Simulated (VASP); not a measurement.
Crystal: Ir.

```xyz
2
Lattice="2.7101 0.0000 0.0000 -1.3551 2.3470 0.0000 0.0000 0.0000 4.3284" Properties=species:S:1:pos:R:3 pbc="T T T"
Ir    1.3551    0.7823    3.2463
Ir    0.0000    1.5647    1.0821
```

This cell differs from its parent crystal: strain -0.015 along x and y, -0.030 along z.

Base run:

```yaml
Program: VASP 6.6.1
Functional: PBEsol
Potentials_or_basis: VASP PAW PBE potentials, release 64 (Ir_sv_GW)
Cutoff: 500 eV
k_mesh: 18 × 18 × 12
Occupations: gaussian, width 0.15 eV
Spin: no spin polarisation
```

Its results: band gap on the k mesh zero (band 17 reaches 14.53 eV, above the bottom of band 18 at 10.93 eV); pressure 7.1 GPa.

Question: The run is repeated on the same cell with these changes: potentials or basis from VASP PAW PBE potentials, release 64 (Ir_sv_GW) to VASP PAW PBE potentials, release 64 (Ir); cutoff from 500 eV to 520 eV; further incar settings from ALGO = Normal; EDIFF = 1e-06; NBANDS = 24 to ALGO = Fast; EDIFF = 1e-06; NBANDS = 16; valence electrons from 34 to 18. What comes out?

Answer: Band gap on the k mesh zero (band 9 reaches 11.98 eV, above the bottom of band 10 at 8.39 eV); pressure 11.5 GPa.

Caveats: the PAW data sets were made with another functional, which shifts forces and pressure a little; spin-orbit coupling is left out, which moves the levels of the heavy elements.
